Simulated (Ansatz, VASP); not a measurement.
ZnS in VASP and in Ansatz

INCAR

```
SYSTEM = ZnS
PREC     = Accurate       ! precision mode
ENCUT    = 520            ! plane-wave cutoff, eV
EDIFF    = 1E-7           ! SCF threshold, eV
ISMEAR   = 0              ! smearing method
SIGMA    = 0.01           ! smearing width, eV
LREAL    = .False.        ! projectors in reciprocal space
LASPH    = .True.         ! aspherical terms in the spheres
NELM     = 60             ! most SCF steps
ALGO     = Normal         ! electronic algorithm
ISIF     = 2              ! what is computed and relaxed
LWAVE    = .False.        ! write WAVECAR
LCHARG   = .False.        ! write CHGCAR
GGA      = PE             ! functional
NBANDS   = 46             ! bands
```

Contents of KPOINTS:

```
regular mesh
0
Gamma
  6 6 2
  0 0 0
```

Contents of POSCAR:

```
ZnS
1.0
    3.8227000000      0.0000000000      0.0000000000
   -1.9113500000      3.3105550000      0.0000000000
    0.0000000000      0.0000000000     12.5200000000
Zn S
4 4
Direct
    0.0000000000      0.0000000000      0.0000000000
    0.0000000000      0.0000000000      0.5000000000
    0.3333333333      0.6666666667      0.2500000000
    0.6666666667      0.3333333333      0.7500000000
    0.0000000000      0.0000000000      0.1875000000
    0.0000000000      0.0000000000      0.6875000000
    0.3333333333      0.6666666667      0.4375000000
    0.6666666667      0.3333333333      0.9375000000
```

Input for Ansatz:

```yaml
crystal:
  lattice:
    - [3.8227, 0.0, 0.0]
    - [-1.91135, 3.310555, 0.0]
    - [0.0, 0.0, 12.52]
  atoms:
    - { symbol: Zn, position: [0.0, 0.0, 0.0] }
    - { symbol: Zn, position: [0.0, 0.0, 0.5] }
    - { symbol: Zn, position: [0.3333333333333333, 0.6666666666666666, 0.25] }
    - { symbol: Zn, position: [0.6666666666666666, 0.3333333333333333, 0.7500000000000001] }
    - { symbol: S, position: [0.0, 0.0, 0.18750000000000003] }
    - { symbol: S, position: [0.0, 0.0, 0.6875] }
    - { symbol: S, position: [0.3333333333333333, 0.6666666666666666, 0.4375] }
    - { symbol: S, position: [0.6666666666666666, 0.3333333333333333, 0.9375] }
basis:
  ecutwfc: 462.593566181796
kpoints:
  mp_grid:
    grid: [6, 6, 2]
hamiltonian:
  xc: pbe
  pseudopotentials:
    kind: paw
scf:
  occupations:
    method: fixed
output:
  eigenvalues: true
```

Alike in both runs: task single point; functional PBE; k mesh 6 × 6 × 2; no spin polarisation.

|  | VASP | Ansatz |
| --- | --- | --- |
| version | VASP 6.6.1 | Ansatz 0.2.0 |
| potentials or method | VASP PAW PBE potentials, release 64 (Zn, S), cutoff 520 eV | plane waves, PAW |
| occupations | gaussian, width 0.01 eV | fixed |
| valence electrons in the cell | 72 | 72 |

|  | VASP | Ansatz | Ansatz less VASP |
| --- | --- | --- | --- |
| gap on the k mesh at the Fermi level (eV) | 2.13 | 2.13 | -0.004 |
